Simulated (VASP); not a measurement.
# Au (Fm-3m) in VASP: a series of runs

Runs on Au. Level: PBE. Tasks: single point, relaxation of cell and atoms.

Everything below comes from runs of VASP 6.6.1. Logs are shortened: lines on timing, memory, paths and dates and some standing lists are left out, and cuts for length are marked.

### 1 The cell of the first run

The structure is cubic, space group Fm-3m (No. 225). The conventional cell has a = 4.158 Å, b = 4.158 Å, c = 4.158 Å, α = 90.00°, β = 90.00°, γ = 90.00°. Within 3.9 Å of Au (site symmetry m-3m) lie 12 Au at 2.94 Å.

### 2 Single point, PBE

Contents of INCAR:

```
SYSTEM = Au
PREC = Accurate
ENCUT = 520
EDIFF = 1E-7
ISMEAR = 0
SIGMA = 0.1
LREAL = .False.
LASPH = .True.
NELM = 80
ALGO = Normal
ISIF = 2
LWAVE = .False.
LCHARG = .True.
GGA = PE
LELF = .True.
LVHAR = .True.
NBANDS = 12
```

Contents of KPOINTS:

```
Automatic mesh
0
Gamma
  18 18 18
  0 0 0
```

Contents of POSCAR:

```
Au
1.0
    0.0000000000      2.0790463355      2.0790463355
    2.0790463355      0.0000000000      2.0790463355
    2.0790463355      2.0790463355      0.0000000000
Au
1
Direct
    0.0000000000      0.0000000000      0.0000000000
```

Potentials or basis: VASP PAW PBE potentials, release 64 (Au).

On the command line:

```console
> cat potpaw_PBE.64/Au/POTCAR > POTCAR
> mpirun -np 1 vasp_std > vasp.out
```

OUTCAR:

```text
SYSTEM = Au
   PREC = Accurate
   ENCUT = 520
   EDIFF = 1E-7
   ISMEAR = 0
   LREAL = .False.
   LASPH = .True.
   NELM = 80
   ISIF = 2
   GGA = PE

 ion  position               nearest neighbor table
   1  0.000  0.000  0.000-

  LATTYP: Found a face centered cubic cell.
 ALAT       =     4.1580926710

  Lattice vectors:

 A1 = (   0.0000000000,   2.0790463355,   2.0790463355)
 A2 = (   2.0790463355,   0.0000000000,   2.0790463355)
 A3 = (   2.0790463355,   2.0790463355,   0.0000000000)

Analysis of symmetry for initial positions (statically):
=====================================================================
 Subroutine PRICEL returns:
 Original cell was already a primitive cell.

 Routine SETGRP: Setting up the symmetry group for a
 face centered cubic supercell.

 Subroutine GETGRP returns: Found 48 space group operations
 (whereof 48 operations were pure point group operations)
 out of a pool of 48 trial point group operations.

The static configuration has the point symmetry O_h .

Analysis of symmetry for dynamics (positions and initial velocities):
=====================================================================
 Subroutine PRICEL returns:
 Original cell was already a primitive cell.

 Routine SETGRP: Setting up the symmetry group for a
 face centered cubic supercell.

 Subroutine GETGRP returns: Found 48 space group operations
 (whereof 48 operations were pure point group operations)
 out of a pool of 48 trial point group operations.

The dynamic configuration has the point symmetry O_h .

 Subroutine INISYM returns: Found 48 space group operations
 (whereof 48 operations are pure point group operations),
 and found     1 'primitive' translations

----------------------------------------------------------------------------------------

                                     Primitive cell

  volume of cell :      17.9731

  direct lattice vectors                    reciprocal lattice vectors
     0.000000000  2.079046336  2.079046336    -0.240494880  0.240494880  0.240494880
     2.079046336  0.000000000  2.079046336     0.240494880 -0.240494880  0.240494880
     2.079046336  2.079046336  0.000000000     0.240494880  0.240494880 -0.240494880

  length of vectors
     2.940215524  2.940215524  2.940215524     0.416549352  0.416549352  0.416549352

  position of ions in fractional coordinates (direct lattice)
     0.000000000  0.000000000  0.000000000

  ion indices of the primitive-cell ions
   primitive index   ion index
                 1           1

----------------------------------------------------------------------------------------

 KPOINTS: Automatic mesh

Automatic generation of k-mesh.
 Grid dimensions read from file:
 generate k-points for:   18   18   18

 Generating k-lattice:

  Cartesian coordinates                     Fractional coordinates (reciprocal lattice)
    -0.013360827  0.013360827  0.013360827     0.055555556  0.000000000  0.000000000
     0.013360827 -0.013360827  0.013360827     0.000000000  0.055555556  0.000000000
     0.013360827  0.013360827 -0.013360827     0.000000000  0.000000000  0.055555556

  Length of vectors
     0.023141631  0.023141631  0.023141631

  Shift w.r.t. Gamma in fractional coordinates (k-lattice)
     0.000000000  0.000000000  0.000000000

 Subroutine IBZKPT returns following result:
 ===========================================

 Found    195 irreducible k-points:

 Following reciprocal coordinates:
            Coordinates               Weight
  0.000000  0.000000  0.000000      1.000000
  0.055556  0.000000  0.000000      8.000000
  0.111111  0.000000  0.000000      8.000000
  0.166667  0.000000  0.000000      8.000000
  0.222222  0.000000  0.000000      8.000000
  0.277778  0.000000  0.000000      8.000000
[... 16 lines left out ...]
 -0.277778  0.055556  0.000000     24.000000
 -0.222222  0.055556  0.000000     24.000000
 [... further k-points ...]
   k-points           NKPTS =    195   k-points in BZ     NKDIM =    195   number of bands    NBANDS=     12
   number of dos      NEDOS =    301   number of ions     NIONS =      1
   total plane-waves  NPLWV =  13824
   dimension x,y,z NGX =    24 NGY =   24 NGZ =   24
   dimension x,y,z NGXF=    48 NGYF=   48 NGZF=   48
   ions per type =               1
   NGX,Y,Z   is equivalent  to a cutoff of  13.57, 13.57, 13.57 a.u.
   NGXF,Y,Z  is equivalent  to a cutoff of  27.14, 27.14, 27.14 a.u.
 SYSTEM =  Au
   PREC   = accura    normal or accurate (medium, high low for compatibility)
   ISTART =      0    job   : 0-new  1-cont  2-samecut
   ICHARG =      2    charge: 1-file 2-atom 10-const
   ISPIN  =      1    spin polarized calculation?
   LNONCOLLINEAR =      F non collinear calculations
   LSORBIT =      F    spin-orbit coupling
   LASPH  =      T    aspherical Exc in radial PAW
   ENCUT  =  520.0 eV  38.22 Ry    6.18 a.u.   5.47  5.47  5.47*2*pi/ulx,y,z
   NELM   =     80;   NELMIN=  2; NELMDL= -5     # of ELM steps
   EDIFF  = 0.1E-06   stopping-criterion for ELM
   LREAL  =      F    real-space projection
   EDIFFG = 0.1E-05   stopping-criterion for IOM
   NSW    =      0    number of steps for IOM
   IBRION =     -1    ionic relax: 0-MD 1-quasi-New 2-CG
   NFREE  =      0    steps in history (QN), initial steepest desc. (CG)
   ISIF   =      2    stress and relaxation
   ISYM   =      2    0-nonsym 1-usesym 2-fastsym
   POTIM  = 0.5000    time-step for ionic-motion
   TEBEG  =    0.0;   TEEND  =   0.0 temperature during run
   PSTRESS=    0.0 pullay stress
   NELECT =      11.0000    total number of electrons
   NUPDOWN=      -1.0000    fix difference up-down
   EMIN   =  10.00;   EMAX   =-10.00  energy-range for DOS
   EFERMI =   0.00;   METHOD = LEGACY
   ISMEAR =     0;   SIGMA  =   0.10  broadening in eV -4-tet -1-fermi 0-gaus
   EFERMI_NEDOS =   21; number of points for ismear=-14 and -15
   IALGO  =     38    algorithm
   IMIX   =      4    mixing-type and parameters
     AMIX     =   0.40;   BMIX     =  1.00
     AMIX_MAG =   1.60;   BMIX_MAG =  1.00
  volume/ion in A,a.u.               =      17.97       121.29
  Fermi-wavevector in a.u.,A,eV,Ry     =   1.389947  2.626619 26.285810  1.931953
  Thomas-Fermi vector in A             =   2.513929
   LORBIT       =      0    0 simple, 1 ext, 2 COOP (PROOUT), +10 PAW based schemes
   GGA     = PE    functional components
   LHFCALC =     F    Hartree Fock is set to
   AEXX    =    0.0000 exact exchange contribution
   IVDW    =     0    specifies the selected vdW correction
   LEPSILON=     F    determine dielectric tensor
   LRPA    =     F    only Hartree local field effects (RPA)
 non-spin polarized calculation
 Gauss-broadening in eV      SIGMA  =   0.10
  energy-cutoff  :      520.00
  volume of cell :       17.97
 maximum number of plane-waves:       531
 NGX is ok and might be reduce to    24
   NGX = 11   NGY = 11   NGZ = 11

 number of electron      11.0000001 magnetization

 Free energy of the ion-electron system (eV)
  ---------------------------------------------------
  ext. energy  EPLUGINS =         0.00000000
  ---------------------------------------------------
  free energy    TOTEN  =        -3.22236161 eV

  energy without entropy =       -3.22109526  energy(sigma->0) =       -3.22172844

 E-fermi :   8.5640     XC(G=0): -12.3999

 val. band max:        8.5486364681   @ k =   0.5000   0.2778   0.1111
 cond. band min:       8.5929496367   @ k =   0.5000   0.1667   0.0556
 fundamental gap:      0.0443131686
 Fermi energy:         8.5639602515

 k-point     1 :       0.0000    0.0000    0.0000
  band No.  band energies     occupation
      1      -0.6938      2.00000
      2       4.1955      2.00000
      3       4.1955      2.00000
      4       4.1955      2.00000
      5       5.5737      2.00000
      6       5.5737      2.00000
      7      23.1935      0.00000
      8      26.8865      0.00000
      9      26.8865      0.00000
     10      26.8865      0.00000
     11      31.6251      0.00000
     12      35.7046      0.00000

 k-point     2 :       0.0556    0.0000    0.0000
  band No.  band energies     occupation
      1      -0.5909      2.00000
      2       4.1638      2.00000
      3       4.2300      2.00000
      4       4.2300      2.00000
      5       5.5586      2.00000
      6       5.5586      2.00000
      7      23.3054      0.00000
      8      26.1692      0.00000
      9      26.9981      0.00000
     10      26.9981      0.00000
     11      32.1863      0.00000
     12      34.4652      0.00000

 k-point     3 :       0.1111    0.0000    0.0000
  band No.  band energies     occupation
      1      -0.2902      2.00000
      2       4.0834      2.00000
      3       4.3199      2.00000
      4       4.3199      2.00000
      5       5.5281      2.00000
      6       5.5281      2.00000
      7      23.5170      0.00000
      8      24.7176      0.00000
      9      27.3089      0.00000
     10      27.3089      0.00000
     11      31.7515      0.00000
     12      33.8567      0.00000
[... 286 lines left out ...]
 k-point    23 :      -0.2778    0.0556    0.0000
  band No.  band energies     occupation
      1       1.5069      2.00000
      2       4.2539      2.00000
      3       4.4436      2.00000
      4       4.4469      2.00000
      5       5.7526      2.00000
      6       6.2384      2.00000
      7      17.6710      0.00000
      8      23.7472      0.00000
      9      26.0239      0.00000
     10      28.5023      0.00000
     11      29.8152      0.00000
     12      31.1873      0.00000

 k-point    24 :      -0.2222    0.0556    0.0000
  band No.  band energies     occupation
      1       1.0270      2.00000
      2       3.9665      2.00000
      3       4.4784      2.00000
      4       4.5106      2.00000
      5       5.4947      2.00000
      6       5.9327      2.00000
      7      19.8453      0.00000
      8      24.1033      0.00000
      9      26.6299      0.00000
     10      29.0673      0.00000
     11      29.3847      0.00000
     12      30.9390      0.00000

 [... further k-points ...]

------------------------ aborting loop because EDIFF is reached ----------------------------------------

  FORCE on cell =-STRESS in cart. coord.  units (eV):
  Direction    XX          YY          ZZ          XY          YZ          ZX
  --------------------------------------------------------------------------------------
  -------------------------------------------------------------------------------------
  Total       -0.0293003     -0.0293003     -0.0293003      0.0000000      0.0000000      0.0000000
  in kB       -2.6119181     -2.6119181     -2.6119181      0.0000000      0.0000000      0.0000000
  external PRESSURE =      -2.6119181 kB  Pullay stress =       0.0000000 kB

 VOLUME and BASIS-vectors are now :
 -----------------------------------------------------------------------------
  energy-cutoff  :      520.00
  volume of cell :       17.97
      direct lattice vectors                 reciprocal lattice vectors
     0.000000000  2.079046336  2.079046336    -0.240494880  0.240494880  0.240494880
     2.079046336  0.000000000  2.079046336     0.240494880 -0.240494880  0.240494880
     2.079046336  2.079046336  0.000000000     0.240494880  0.240494880 -0.240494880

 POSITION                                       TOTAL-FORCE (eV/Angst)
 -----------------------------------------------------------------------------------
      0.00000      0.00000      0.00000         0.000000      0.000000      0.000000
 -----------------------------------------------------------------------------------
    total drift:                               -0.000000      0.000000      0.000000

  FREE ENERGIE OF THE ION-ELECTRON SYSTEM (eV)
  ---------------------------------------------------
  free  energy   TOTEN  =        -3.2223616126 eV

  energy  without entropy=       -3.2210952587  energy(sigma->0) =       -3.22172844
```

Run time: 11 s. Hardware: 1 thread of Intel Xeon 6975P-C (Granite Rapids), shared host; peak memory 0.17 GiB.

Results:

| Quantity | Value |
| --- | --- |
| Free energy | -3.2224 eV |
| Pressure | -0.3 GPa |

Caveat: spin-orbit coupling is left out, which moves the levels of the heavy elements.

### 3 Relaxation of cell and atoms, PBE

This run uses another cell than the first one, of 18.07 Å³/atom, 1.005 times its volume.

Contents of INCAR:

```
SYSTEM = Au
  PREC = Accurate
  ENCUT = 600
  EDIFF = 1E-6
  ISMEAR = 0
  SIGMA = 0.1
  LREAL = .False.
  LASPH = .True.
  NELM = 100
  ALGO = Normal
  ISIF = 3
  LWAVE = .False.
  LCHARG = .False.
  GGA = PE
  IBRION = 2
  NSW = 100
  EDIFFG = -0.005
```

Contents of KPOINTS:

```
regular mesh
0
Gamma
  18 18 18
  0 0 0
```

Contents of POSCAR:

```
Au
1.0
    0.0000000000      2.0828364720      2.0828364720
    2.0828364720      0.0000000000      2.0828364720
    2.0828364720      2.0828364720      0.0000000000
Au
1
Direct
    0.0000000000      0.0000000000      0.0000000000
```

Potentials or basis: VASP PAW PBE potentials, release 64 (Au).

On the command line:

```console
> cat potpaw_PBE.64/Au/POTCAR > POTCAR
> mpirun -np 1 vasp_std > vasp.out
```

Wall time 17 s (1 thread of Intel Xeon 6975P-C (Granite Rapids), shared host); peak memory 0.18 GiB.

It converged, with:

```yaml
Free_energy: -3.2223 eV
Relaxed_volume: 17.95 Å³/atom
Relaxed_cell: a = 2.939 Å, b = 2.939 Å, c = 2.939 Å, α = 60.00°, β = 60.00°, γ = 60.00°
Space_group_after_relaxing_to_0.05_Å: Fm-3m (No. 225)
Energy_gained_by_relaxing: 0.4 meV/atom
Ionic_steps: 3
Pressure_after_relaxing: 0.0 GPa
```

Step by step:
```
step  energy change (eV)  largest force (eV/Å)  pressure (GPa)  volume (Å³)
   1              0.0000                0.0000           -0.93        18.07
   2              0.0002                0.0000            1.23        17.80
   3             -0.0004                0.0000            0.02        17.95
```

Final structure:
```
CELL_PARAMETERS angstrom
0.00000 2.07816 2.07816
2.07816 0.00000 2.07816
2.07816 2.07816 0.00000
ATOMIC_POSITIONS crystal
Au 0.00000 0.00000 0.00000
```

Levels at points of the mesh, in eV from the Fermi level:
```csv
k point,band 4,band 5,band 6,band 7,band 8,band 9
"(0.00, 0.00, 0.00)",-4.38,-2.99,-2.99,14.63,18.33,18.33
"(0.50, 0.00, 0.00)",-1.90,-1.90,-0.67,2.85,14.07,16.79
"(0.50, 0.50, 0.00)",-1.61,-1.61,1.21,5.41,9.91,9.91
```

Caveat: spin-orbit coupling is left out, which moves the levels of the heavy elements.

### 4 Single point, PBE

This run uses another cell than the first one, of 16.75 Å³/atom, 0.932 times its volume.

Contents of INCAR:

```
  PREC = Accurate
  ENCUT = 500
  EDIFF = 1E-6
  ISMEAR = 0
  SIGMA = 0.1
  LREAL = False
  LASPH = True
  NELM = 120
  ALGO = Normal
  ISIF = 2
  LWAVE = False
  LCHARG = False
  GGA = PE
  NBANDS = 12
  GGA_COMPAT = False
```

Contents of KPOINTS:

```
Automatic mesh
0
Gamma
  8 8 8
```

Contents of POSCAR:

```
Au
1.0
    0.0000000000      2.0309028931      2.0309028931
    2.0309028931      0.0000000000      2.0309028931
    2.0309028931      2.0309028931      0.0000000000
Au
1
Direct
    0.0000000000      0.0000000000      0.0000000000
```

On the command line:

```console
> cat potpaw_PBE.64/Au/POTCAR > POTCAR
> mpirun -np 1 vasp_std > vasp.out
```

Run time: 3.4 s. Hardware: 1 thread of Intel Xeon 6975P-C (Granite Rapids), shared host; peak memory 0.14 GiB.

The run converged. Its results:

| Quantity | Value |
| --- | --- |
| Free energy | -3.1402 eV |
| Pressure | 12.8 GPa |

Levels at points of the mesh, in eV from the Fermi level:
```
           k point  band 4  band 5  band 6  band 7  band 8  band 9
(0.00, 0.00, 0.00)   -4.74   -3.18   -3.18   14.54   18.64   18.64
(0.50, 0.00, 0.00)   -1.94   -1.94   -1.00    3.21   13.99   17.30
(0.50, 0.50, 0.00)   -1.61   -1.61    1.01    5.96   10.10   10.10
```

Caveat: spin-orbit coupling is left out, which moves the levels of the heavy elements.

### 5 Single point, PBE

This run uses another cell than the first one, of 18.07 Å³/atom, 1.005 times its volume.

Contents of INCAR:

```
ALGO = Normal
EDIFF = 1E-6
ENCUT = 500
GGA = PE
GGA_COMPAT = F
ISIF = 2
ISMEAR = 0
LASPH = T
LCHARG = F
LREAL = F
LWAVE = F
NBANDS = 12
NELM = 120
PREC = Accurate
SIGMA = 0.1
```

Contents of KPOINTS:

```
k-points
0
Gamma
  8 8 8
```

Contents of POSCAR:

```
Au
1.0
    0.0000000000      2.0828364720      2.0828364720
    2.0828364720      0.0000000000      2.0828364720
    2.0828364720      2.0828364720      0.0000000000
Au
1
Direct
    0.0000000000      0.0000000000      0.0000000000
```

On the command line:

```console
> cat potpaw_PBE.64/Au/POTCAR > POTCAR
> mpirun -np 1 vasp_std > vasp.out
```

Run time: 3 s. Hardware: 1 thread of Intel Xeon 6975P-C (Granite Rapids), shared host; peak memory 0.14 GiB.

It converged, with:

```
Free energy : -3.1881 eV
Pressure    : -0.3 GPa
```

Levels at points of the mesh, in eV from the Fermi level:
| k point | band 4 | band 5 | band 6 | band 7 | band 8 | band 9 |
| --- | --- | --- | --- | --- | --- | --- |
| (0.00, 0.00, 0.00) | -4.28 | -2.92 | -2.92 | 14.69 | 18.35 | 18.35 |
| (0.50, 0.00, 0.00) | -1.83 | -1.83 | -0.59 | 2.87 | 14.13 | 16.79 |
| (0.50, 0.50, 0.00) | -1.54 | -1.54 | 1.29 | 5.42 | 9.94 | 9.94 |

Caveat: spin-orbit coupling is left out, which moves the levels of the heavy elements.

(Continued in part 2 of 2.)
